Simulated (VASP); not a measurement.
# HgTe (I4/mmm) in VASP: a series of runs

The runs below take HgTe through electric field gradients, with LDA.

All numbers are computed with VASP 6.6.1; they aren't measurements. Logs are shortened: lines on timing, memory, paths and dates and some standing lists are left out, and cuts for length are marked.

**1. The cell of the first run**

Symmetry: I4/mmm, No. 139, tetragonal system. The conventional cell has a = 4.049 Å, b = 4.049 Å, c = 5.843 Å, α = 90.00°, β = 90.00°, γ = 90.00°. Hg (site symmetry 4/mmm) has 6 Te at 2.86 to 2.92 Å within 3.8 Å. Within 3.8 Å of Te (site symmetry 4/mmm) lie 6 Hg at 2.86 to 2.92 Å.

**2. Electric field gradients, LDA (equal xx and yy strain of -2 %)**

The input, INCAR:

```
PREC = Accurate ; ENCUT = 520
EDIFF = 1E-8 ; ISMEAR = -1
SIGMA = 0.08 ; LREAL = False
LASPH = True ; NELM = 80
ALGO = Normal ; ISIF = 2
LWAVE = False ; LCHARG = False
LEFG = True ; NBANDS = 16
```

The input, KPOINTS:

```
regular mesh
0
Gamma
  10 10 10
```

The input, POSCAR:

```
HgTe
1.0
    0.0000000000      2.8630700000      2.9215000000
    2.8630700000      0.0000000000      2.9215000000
    2.8630700000      2.8630700000      0.0000000000
Hg Te
1 1
Direct
    0.0000000000      0.0000000000      0.0000000000
    0.5000000000      0.5000000000      0.5000000000
```

Potentials or basis: VASP PAW LDA potentials, release 64 (Hg, Te).

Run with:

```sh
cat potpaw_LDA.64/Hg/POTCAR potpaw_LDA.64/Te/POTCAR > POTCAR
mpirun -np 1 vasp_std > vasp.out
```

OUTCAR:

```text
PREC = Accurate
   ENCUT = 520
   EDIFF = 1E-8
   ISMEAR = -1
   LREAL = False
   LASPH = True
   NELM = 80
   ISIF = 2

 ion  position               nearest neighbor table
   1  0.000  0.000  0.000-   2 2.86   2 2.86   2 2.86   2 2.86   2 2.92   2 2.92
   2  0.500  0.500  0.500-   1 2.86   1 2.86   1 2.86   1 2.86   1 2.92   1 2.92

  LATTYP: Found a body centered tetragonal cell.
 ALAT       =     4.0489924240
 C/A-ratio  =     1.4430750636

  Lattice vectors:

 A1 = (  -2.8630700000,   0.0000000000,   2.9215000000)
 A2 = (   2.8630700000,   0.0000000000,   2.9215000000)
 A3 = (   0.0000000000,   2.8630700000,  -2.9215000000)

Analysis of symmetry for initial positions (statically):
=====================================================================
 Subroutine PRICEL returns:
 Original cell was already a primitive cell.

 Routine SETGRP: Setting up the symmetry group for a
 body centered tetragonal supercell.

 Subroutine GETGRP returns: Found 16 space group operations
 (whereof 16 operations were pure point group operations)
 out of a pool of 16 trial point group operations.

The static configuration has the point symmetry D_4h.

Analysis of symmetry for dynamics (positions and initial velocities):
=====================================================================
 Subroutine PRICEL returns:
 Original cell was already a primitive cell.

 Routine SETGRP: Setting up the symmetry group for a
 body centered tetragonal supercell.

 Subroutine GETGRP returns: Found 16 space group operations
 (whereof 16 operations were pure point group operations)
 out of a pool of 16 trial point group operations.

The dynamic configuration has the point symmetry D_4h.

 Subroutine INISYM returns: Found 16 space group operations
 (whereof 16 operations are pure point group operations),
 and found     1 'primitive' translations

----------------------------------------------------------------------------------------

                                     Primitive cell

  volume of cell :      47.8961

  direct lattice vectors                    reciprocal lattice vectors
     0.000000000  2.863070000  2.921500000    -0.174637714  0.174637714  0.171144960
     2.863070000  0.000000000  2.921500000     0.174637714 -0.174637714  0.171144960
     2.863070000  2.863070000  0.000000000     0.174637714  0.174637714 -0.171144960

  length of vectors
     4.090517336  4.090517336  4.048992424     0.300478385  0.300478385  0.300478385

  position of ions in fractional coordinates (direct lattice)
     0.000000000  0.000000000  0.000000000
     0.500000000  0.500000000  0.500000000

  ion indices of the primitive-cell ions
   primitive index   ion index
                 1           1
                 2           2

----------------------------------------------------------------------------------------

 KPOINTS: regular mesh

Automatic generation of k-mesh.
 Grid dimensions read from file:
 generate k-points for:   10   10   10

 Generating k-lattice:

  Cartesian coordinates                     Fractional coordinates (reciprocal lattice)
    -0.017463771  0.017463771  0.017114496     0.100000000 -0.000000000  0.000000000
     0.017463771 -0.017463771  0.017114496    -0.000000000  0.100000000  0.000000000
     0.017463771  0.017463771 -0.017114496     0.000000000  0.000000000  0.100000000

  Length of vectors
     0.030047838  0.030047838  0.030047838

  Shift w.r.t. Gamma in fractional coordinates (k-lattice)
     0.000000000  0.000000000  0.000000000

 Subroutine IBZKPT returns following result:
 ===========================================

 Found    102 irreducible k-points:

 Following reciprocal coordinates:
            Coordinates               Weight
  0.000000  0.000000  0.000000      1.000000
  0.100000  0.000000  0.000000      8.000000
  0.200000  0.000000  0.000000      8.000000
  0.300000  0.000000  0.000000      8.000000
  0.400000 -0.000000  0.000000      8.000000
  0.500000  0.000000  0.000000      4.000000
[... 16 lines left out ...]
  0.300000  0.300000  0.000000      2.000000
  0.400000  0.300000  0.000000      8.000000
 [... further k-points ...]
   k-points           NKPTS =    102   k-points in BZ     NKDIM =    102   number of bands    NBANDS=     16
   number of dos      NEDOS =    301   number of ions     NIONS =      2
   total plane-waves  NPLWV =  27000
   dimension x,y,z NGX =    30 NGY =   30 NGZ =   30
   dimension x,y,z NGXF=    60 NGYF=   60 NGZF=   60
   ions per type =               1   1
   NGX,Y,Z   is equivalent  to a cutoff of  12.19, 12.19, 12.32 a.u.
   NGXF,Y,Z  is equivalent  to a cutoff of  24.39, 24.39, 24.64 a.u.
 SYSTEM =  unknown system
   PREC   = accura    normal or accurate (medium, high low for compatibility)
   ISTART =      0    job   : 0-new  1-cont  2-samecut
   ICHARG =      2    charge: 1-file 2-atom 10-const
   ISPIN  =      1    spin polarized calculation?
   LNONCOLLINEAR =      F non collinear calculations
   LSORBIT =      F    spin-orbit coupling
   LASPH  =      T    aspherical Exc in radial PAW
   ENCUT  =  520.0 eV  38.22 Ry    6.18 a.u.   7.61  7.61  7.53*2*pi/ulx,y,z
   NELM   =     80;   NELMIN=  2; NELMDL= -5     # of ELM steps
   EDIFF  = 0.1E-07   stopping-criterion for ELM
   LREAL  =      F    real-space projection
   EDIFFG = 0.1E-06   stopping-criterion for IOM
   NSW    =      0    number of steps for IOM
   IBRION =     -1    ionic relax: 0-MD 1-quasi-New 2-CG
   NFREE  =      0    steps in history (QN), initial steepest desc. (CG)
   ISIF   =      2    stress and relaxation
   ISYM   =      2    0-nonsym 1-usesym 2-fastsym
   POTIM  = 0.5000    time-step for ionic-motion
   TEBEG  =    0.0;   TEEND  =   0.0 temperature during run
   PSTRESS=    0.0 pullay stress
   NELECT =      18.0000    total number of electrons
   NUPDOWN=      -1.0000    fix difference up-down
   EMIN   =  10.00;   EMAX   =-10.00  energy-range for DOS
   EFERMI =   0.00;   METHOD = LEGACY
   ISMEAR =    -1;   SIGMA  =   0.08  broadening in eV -4-tet -1-fermi 0-gaus
   EFERMI_NEDOS =   21; number of points for ismear=-14 and -15
   IALGO  =     38    algorithm
   IMIX   =      4    mixing-type and parameters
     AMIX     =   0.40;   BMIX     =  1.00
     AMIX_MAG =   1.60;   BMIX_MAG =  1.00
  volume/ion in A,a.u.               =      23.95       161.61
  Fermi-wavevector in a.u.,A,eV,Ry     =   1.181406  2.232533 18.989915  1.395719
  Thomas-Fermi vector in A             =   2.317680
   LORBIT       =      0    0 simple, 1 ext, 2 COOP (PROOUT), +10 PAW based schemes
   GGA     = CA    functional components
   LHFCALC =     F    Hartree Fock is set to
   AEXX    =    0.0000 exact exchange contribution
   IVDW    =     0    specifies the selected vdW correction
   LEPSILON=     F    determine dielectric tensor
   LRPA    =     F    only Hartree local field effects (RPA)
 non-spin polarized calculation
  energy-cutoff  :      520.00
  volume of cell :       47.90
 maximum number of plane-waves:      1311
   NGX = 15   NGY = 15   NGZ = 15

 number of electron      17.9999999 magnetization

 Free energy of the ion-electron system (eV)
  ---------------------------------------------------
  ext. energy  EPLUGINS =         0.00000000
  ---------------------------------------------------
  free energy    TOTEN  =        -4.81389975 eV

  energy without entropy =       -4.80156709  energy(sigma->0) =       -4.80773342

 E-fermi :   6.3272     XC(G=0): -10.9439

 val. band max:        6.3081382612   @ k =   0.5000   0.1000   0.0000
 cond. band min:       6.4046390182   @ k =  -0.3000  -0.0000   0.2000
 fundamental gap:      0.0965007570
 Fermi energy:         6.3272022296

 k-point     1 :       0.0000    0.0000    0.0000
  band No.  band energies     occupation
      1      -7.0997      2.00000
      2      -1.1574      2.00000
      3      -1.1175      2.00000
      4      -1.1131      2.00000
      5      -1.0497      2.00000
      6      -1.0497      2.00000
[... 8 lines left out ...]
     15      14.0892      0.00000
     16      14.5970      0.00000

 k-point     2 :       0.1000    0.0000    0.0000
  band No.  band energies     occupation
      1      -6.9837      2.00000
      2      -1.2116      2.00000
      3      -1.1704      2.00000
      4      -1.1104      2.00000
      5      -1.0503      2.00000
      6      -1.0315      2.00000
[... 8 lines left out ...]
     15      14.5106      0.00000
     16      14.5655      0.00000

 k-point     3 :       0.2000    0.0000    0.0000
  band No.  band energies     occupation
      1      -6.6473      2.00000
      2      -1.3564      2.00000
      3      -1.3074      2.00000
      4      -1.1773      2.00000
      5      -0.9958      2.00000
      6      -0.9721      2.00000
[... 8 lines left out ...]
     15      15.0020      0.00000
     16      15.0129      0.00000

 k-point     4 :       0.3000    0.0000    0.0000
  band No.  band energies     occupation
      1      -6.1365      2.00000
      2      -1.5255      2.00000
      3      -1.4711      2.00000
      4      -1.3783      2.00000
      5      -0.9096      2.00000
      6      -0.8936      2.00000
[... 8 lines left out ...]
     15      15.7776      0.00000
     16      15.8428      0.00000

 k-point     5 :       0.4000   -0.0000    0.0000
  band No.  band energies     occupation
      1      -5.5797      2.00000
      2      -1.7961      2.00000
      3      -1.6539      2.00000
      4      -1.5799      2.00000
      5      -0.8364      2.00000
      6      -0.8278      2.00000
[... 8 lines left out ...]
     15      16.7694      0.00000
     16      16.8985      0.00000

 k-point     6 :       0.5000    0.0000    0.0000
  band No.  band energies     occupation
      1      -5.2986      2.00000
      2      -2.0679      2.00000
      3      -1.7012      2.00000
      4      -1.6266      2.00000
      5      -0.8078      2.00000
      6      -0.8023      2.00000
[... 8 lines left out ...]
     15      17.4230      0.00000
     16      17.5882      0.00000
[... 267 lines left out ...]
 k-point    21 :      -0.3000    0.2000    0.0000
  band No.  band energies     occupation
      1      -5.5692      2.00000
      2      -1.8276      2.00000
      3      -1.6487      2.00000
      4      -1.2100      2.00000
      5      -0.8498      2.00000
      6      -0.7566      2.00000
[... 8 lines left out ...]
     15      16.4549      0.00000
     16      18.2189      0.00000

 k-point    22 :      -0.2000    0.2000    0.0000
  band No.  band energies     occupation
      1      -5.9915      2.00000
      2      -1.6489      2.00000
      3      -1.6056      2.00000
      4      -1.1796      2.00000
      5      -0.9136      2.00000
      6      -0.8338      2.00000
[... 8 lines left out ...]
     15      16.1464      0.00000
     16      17.9245      0.00000

 k-point    23 :       0.3000    0.3000    0.0000
  band No.  band energies     occupation
      1      -6.1223      2.00000
      2      -1.4634      2.00000
      3      -1.2576      2.00000
      4      -1.0682      2.00000
      5      -0.8566      2.00000
      6      -0.8566      2.00000
[... 8 lines left out ...]
     15      18.4538      0.00000
     16      18.7459      0.00000

 k-point    24 :       0.4000    0.3000    0.0000
  band No.  band energies     occupation
      1      -5.8770      2.00000
      2      -1.3019      2.00000
      3      -1.2670      2.00000
      4      -1.1338      2.00000
      5      -0.7763      2.00000
      6      -0.7668      2.00000
[... 8 lines left out ...]
     15      18.7818      0.00000
     16      18.7964      0.00000

 [... further k-points ...]

------------------------ aborting loop because EDIFF is reached ----------------------------------------

  FORCE on cell =-STRESS in cart. coord.  units (eV):
  Direction    XX          YY          ZZ          XY          YZ          ZX
  --------------------------------------------------------------------------------------
  -------------------------------------------------------------------------------------
  Total        2.8455552      2.8455552      1.8839024      0.0000000      0.0000000     -0.0000000
  in kB       95.1870311     95.1870311     63.0186604      0.0000000      0.0000000     -0.0000000
  external PRESSURE =      84.4642409 kB  Pullay stress =       0.0000000 kB

 VOLUME and BASIS-vectors are now :
 -----------------------------------------------------------------------------
  energy-cutoff  :      520.00
  volume of cell :       47.90
      direct lattice vectors                 reciprocal lattice vectors
     0.000000000  2.863070000  2.921500000    -0.174637714  0.174637714  0.171144960
     2.863070000  0.000000000  2.921500000     0.174637714 -0.174637714  0.171144960
     2.863070000  2.863070000  0.000000000     0.174637714  0.174637714 -0.171144960

 POSITION                                       TOTAL-FORCE (eV/Angst)
 -----------------------------------------------------------------------------------
      0.00000      0.00000      0.00000         0.000000     -0.000000      0.000000
      2.86307      2.86307      2.92150        -0.000000      0.000000     -0.000000
 -----------------------------------------------------------------------------------
    total drift:                               -0.000000      0.000000      0.000000

  FREE ENERGIE OF THE ION-ELECTRON SYSTEM (eV)
  ---------------------------------------------------
  free  energy   TOTEN  =        -4.8138997537 eV

  energy  without entropy=       -4.8015670886  energy(sigma->0) =       -4.80773342

 Electric field gradients (V/A^2)
---------------------------------------------------------------------
 ion       V_xx      V_yy      V_zz      V_xy      V_xz      V_yz
---------------------------------------------------------------------
   1     -21.530   -21.530    43.060    -0.001    -0.000    -0.000
   2      12.581    12.581   -25.162     0.000     0.000     0.000
---------------------------------------------------------------------

 Electric field gradients after diagonalization (V/A^2)
 (convention: |V_zz| > |V_xx| > |V_yy|)
----------------------------------------------------------------------
 ion       V_xx      V_yy      V_zz     asymmetry (V_yy - V_xx)/ V_zz
----------------------------------------------------------------------
   1     -21.531   -21.530    43.060       0.000
   2      12.581    12.581   -25.162       0.000
----------------------------------------------------------------------

           NMR quadrupolar parameters

 Cq : quadrupolar parameter    Cq=e*Q*V_zz/h
 eta: asymmetry parameters     (V_yy - V_xx)/ V_zz
 Q  : nuclear electric quadrupole moment in mb (millibarn)
----------------------------------------------------------------------
 ion       Cq(MHz)       eta       Q (mb)
----------------------------------------------------------------------
   1       0.104       0.000       1.000
   2      -0.061       0.000       1.000
----------------------------------------------------------------------
```

Wall time 35 s (1 thread of Intel Xeon 6975P-C (Granite Rapids), shared host); peak memory 0.2 GiB.

What came out:

| Quantity | Value |
| --- | --- |
| Free energy | -4.8139 eV |
| Pressure | 8.4 GPa |
| Band gap on the k mesh | zero (band 9 reaches 6.90 eV, above the bottom of band 10 at 3.39 eV) |

Electric field gradients, principal values (V/Å²):
```tsv
atom	least	middle	greatest (by size)
1 Hg	-21.530	-21.531	43.060
2 Te	12.581	12.581	-25.162
```

Caveat: the cell differs from its parent crystal (equal xx and yy strain of -2 %); without QUAD_EFG the Cq values of the log hold for a quadrupole moment of 1 mb, not for the nuclei; spin-orbit coupling is left out, which moves the levels of the heavy elements.

(Continued in part 2 of 2.)
